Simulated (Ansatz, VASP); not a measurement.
**Yb in VASP and in Ansatz**

Contents of INCAR:

```
SYSTEM = Yb
ALGO     = Normal         ! electronic algorithm
EDIFF    = 1E-6           ! SCF threshold, eV
ENCUT    = 520            ! plane-wave cutoff, eV
GGA      = RE             ! functional
ISIF     = 2              ! what is computed and relaxed
ISMEAR   = -1             ! smearing method
LASPH    = .TRUE.         ! aspherical terms in the spheres
LCHARG   = .FALSE.        ! write CHGCAR
LREAL    = .FALSE.        ! projectors in reciprocal space
LWAVE    = .FALSE.        ! write WAVECAR
NBANDS   = 18             ! bands
NELM     = 60             ! most SCF steps
PREC     = Accurate       ! precision mode
SIGMA    = 0.1            ! smearing width, eV
```

The input KPOINTS:

```
k-points
0
G
  10 10 10
  0 0 0
```

File POSCAR:

```
Yb
1.0
    3.4362017842      0.0000000000      0.0000000000
    0.0000000000      3.4362017842      0.0000000000
    0.0000000000      0.0000000000      3.4362017842
Yb
1
Direct
    0.0000000000      0.0000000000      0.0000000000
```

Input for Ansatz:

```yaml
crystal:
  lattice:
    - [3.4362017842, 0.0, 0.0]
    - [0.0, 3.4362017842, 0.0]
    - [0.0, 0.0, 3.4362017842]
  atoms:
    - { symbol: Yb, position: [0.0, 0.0, 0.0] }
hamiltonian:
  xc: revpbe
  pseudopotentials:
    kind: paw
    azcp:
      Yb: "pseudopotentials/Yb.paw.azcp"
basis:
  ecutwfc: 420
  fft_grid_basis: typed
kpoints:
  mp_grid: { grid: [10, 10, 10], shift: [0, 0, 0] }
magnetization:
  spin_polarized: false
scf:
  occupations: { method: fermi_dirac, width: 0.1 }
  lower_state_search: "off"
output:
  stress: true
  write_density: true
  write_potential: true
  elf: true
  volumetric_format: npy
```

Alike in both runs: task single point; functional revPBE; k mesh 10 × 10 × 10; occupations fermi-dirac, width 0.1 eV; no spin polarisation.

|  | VASP | Ansatz |
| --- | --- | --- |
| version | VASP 6.6.1 | Ansatz 0.2.0 |
| potentials or method | VASP PAW PBE potentials, release 64 (Yb), cutoff 520 eV | plane waves (420 eV) with PAW, scalar-relativistic |
| valence electrons in the cell | 24 | 24 |

```tsv
	VASP	Ansatz	Ansatz less VASP
pressure (GPa)	0.6	0.4	-0.19
```

VASP's potentials were made for PBE, not for revPBE.

Neither program's run includes spin-orbit coupling.
